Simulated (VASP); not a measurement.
System: Co, a slab with vacuum.

```
Co
1.0
     2.47056    0.00000    0.00000
    -1.23528    2.13957    0.00000
     0.00000    0.00000   27.13235
Co
7
Direct
  0.33333 0.66667 0.27642
  0.00000 0.00000 0.35095
  0.66667 0.33333 0.42547
  0.00000 0.00000 0.50000
  0.33333 0.66667 0.57453
  0.00000 0.00000 0.64905
  0.66667 0.33333 0.72358
```

Base run:

| Property | Result |
| --- | --- |
| Program | VASP 6.6.1 |
| Functional | LDA |
| Potentials or basis | VASP PAW LDA potentials, release 64 (Co) |
| Cutoff | 520 eV |
| k mesh | 12 × 12 × 1 |
| Occupations | fermi-dirac, width 0.05 eV |
| Spin | collinear spin, ferromagnetic start |
| Starting moments | [2.0, 2.0, 2.0, 2.0, 2.0, 2.0, 2.0] μB |

Its results: net moment 11.17 μB per cell; site moments Co +1.67, +1.59, +1.55, +1.54 (each value once) μB; largest force 0.810 eV/Å.

Question: The run is repeated on the same cell with these changes: functional from LDA to PBE; potentials or basis from VASP PAW LDA potentials, release 64 (Co) to VASP PAW PBE potentials, release 64 (Co). What comes out?

Answer: Net moment 11.83 μB per cell; site moments Co +1.77, +1.70, +1.68, +1.66 (each value once) μB; largest force 0.357 eV/Å.
